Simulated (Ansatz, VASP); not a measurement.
## Ge: VASP beside Ansatz

INCAR

```
  PREC = Accurate
  ENCUT = 520
  EDIFF = 1E-6
  ISMEAR = 0
  SIGMA = 0.15
  LREAL = False
  LASPH = True
  NELM = 80
  ALGO = Normal
  ISIF = 2
  LWAVE = False
  LCHARG = False
  GGA = CA
  NBANDS = 21
```

File KPOINTS:

```
Automatic mesh
0
Gamma
  14 14 14
```

POSCAR

```
Ge
1.0
    0.0000000000      2.8434572514      2.7452228512
    2.8434572514      0.0000000000      2.7452228512
    2.8434572514      2.8434572514      0.0000000000
Ge
2
Direct
    0.5029174098      0.4970825902      0.4970825902
    0.7470825902      0.7529174098      0.7529174098
```

Input for Ansatz:

```yaml
crystal:
  lattice:
    - [0.0, 2.8434572514, 2.7452228512]
    - [2.8434572514, 0.0, 2.7452228512]
    - [2.8434572514, 2.8434572514, 0.0]
  atoms:
    - { symbol: Ge, position: [0.5029174098, 0.4970825902, 0.4970825902] }
    - { symbol: Ge, position: [0.7470825902, 0.7529174098, 0.7529174098] }
basis:
  ecutwfc: 420
kpoints:
  mp_grid: { grid: [14, 14, 14] }
hamiltonian:
  xc: lda
  pseudopotentials: { kind: paw, azcp: { folder: soft_1 } }
scf:
  occupations: { method: gaussian, width: 0.15 }
output:
  forces: true
  stress: true
  eigenvalues: true
```

Change from the starting cell: mode 4 frozen in at -0.016 Å, strain +e along z and -e/2 along x and y -0.0233.

Alike in both runs: task single point; functional LDA; k mesh 14 × 14 × 14; occupations gaussian, width 0.15 eV; no spin polarisation.

|  | VASP | Ansatz |
| --- | --- | --- |
| version | VASP 6.6.1 | Ansatz 0.2.0 |
| potentials or method | VASP PAW LDA potentials, release 64 (Ge_d), cutoff 520 eV | scalar-relativistic, plane waves, PAW |
| valence electrons in the cell | 28 | 28 |

|  | VASP | Ansatz | Ansatz less VASP |
| --- | --- | --- | --- |
| gap on the k mesh at the Fermi level (eV) | none | none | - |
| pressure (GPa) | 0.3 | 0.1 | -0.25 |
| traceless stress, the component that is largest in VASP (GPa) | 1.63 | 1.63 | -0.002 |
| rms of the force components (eV/Å) | 0.215 | 0.213 | -0.0028 |

Ansatz warns that its potentials were made for another functional, while VASP's fit it. LDA's correlation is that of Perdew and Zunger in VASP and of Perdew and Wang (1992) in Ansatz. Atom by atom the forces differ by 0.003 eV/Å (rms over components). A gap of «none» marks a metal or a gap that the smearing closes.
